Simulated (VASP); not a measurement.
Runs of VASP 6.6.1 on Be3N2. The structure is that of space group R3m (No. 160), or close to it. The cells are those of the table. 

| cell | gap on the mesh (eV) | pressure (GPa) | largest force (eV/Å) |
| --- | --- | --- | --- |
| a = 4.902 Å, angles 34.7°, 5 atoms | (d) | -6.4 | (c) |
| a = 5.019 Å, angles 33.3°, 5 atoms | 2.82 | -7.2 | 0.28 |
| a = 5.708 Å, angles 27.1°, 5 atoms | 1.66 | 3.5 | (b) |
| a = 4.550 Å, angles 39.3°, 5 atoms | 2.37 | (a) | 3.10 |
| a = 5.423 Å, angles 29.4°, 5 atoms | 2.23 | -3.3 | 0.70 |

Alike in all rows: task single point; level LDA; potentials or basis VASP PAW LDA potentials, release 64 (Be, N); no spin polarisation; k mesh 12 × 12 × 12; cutoff (eV) 520; smearing gaussian 0.05 eV.

Question: Fill in the values left out.

Answer: (a) 4.1; (b) 1.21; (c) 0.58; (d) 2.80.

Caveats: forces of over 1 eV/Å act on the atoms, so gaps and moduli don't describe the material at rest (some runs).

A k mesh can miss the band edges.
